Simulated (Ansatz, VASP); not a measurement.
# W in VASP and in Ansatz

```
W
1.0
     2.65008    0.00000    0.00000
     0.00000    2.65008    0.00000
     0.00000    0.00000    2.65008
W
1
Direct
  0.00000 0.00000 0.00000
```

Alike in both runs: functional RPBE; k mesh 12 × 12 × 12; occupations fermi-dirac, width 0.1 eV; no spin polarisation.

Ansatz relaxed the structure, and its values are those at the end. VASP's run is a single point on that final structure, the one shown.

```csv
,VASP,Ansatz
version,VASP 6.6.1,Ansatz 0.2.0
potentials or method,"VASP PAW PBE potentials, release 64 (W_sv), cutoff 520 eV","plane waves (420 eV) with PAW, scalar-relativistic"
valence electrons in the cell,14,14
```

```csv
,VASP,Ansatz,Ansatz less VASP
pressure (GPa),0.5,0.0,-0.48
```

VASP's potentials were made for PBE, not for RPBE. The functional is the same, so the differences come from potentials, cutoffs and numerics.

Spin-orbit coupling is off throughout.
